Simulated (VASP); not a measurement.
A run of VASP 6.6.1 is set up as follows.

The input INCAR:

```
  PREC = Accurate
  ENCUT = 520
  EDIFF = 1E-6
  ISMEAR = 0
  SIGMA = 0.02
  LREAL = F
  LASPH = T
  NELM = 100
  ALGO = Normal
  ISIF = 2
  LWAVE = F
  LCHARG = F
  GGA = PE
  NBANDS = 11
```

File KPOINTS:

```
regular mesh
0
Gamma
  8 8 8
```

The input POSCAR:

```
BeS
1.0
    0.0000000000      2.4379188693      2.4379188693
    2.4379188693      0.0000000000      2.4379188693
    2.4379188693      2.4379188693      0.0000000000
Be S
1 1
Direct
    0.0000000000      0.0000000000      0.0000000000
    0.2500000000      0.2500000000      0.2500000000
```

Potentials or basis: VASP PAW PBE potentials, release 64 (Be, S).

Command:

```bash
$ cat potpaw_PBE.64/Be/POTCAR potpaw_PBE.64/S/POTCAR > POTCAR
$ mpirun -np 1 vasp_std > vasp.out
```

(1) What does it give for the pressure?

(2) Estimate the band gap on the k mesh.

Answers

(1) 0.0 GPa.

(2) 3.15 eV, indirect (least direct gap 5.68 eV).
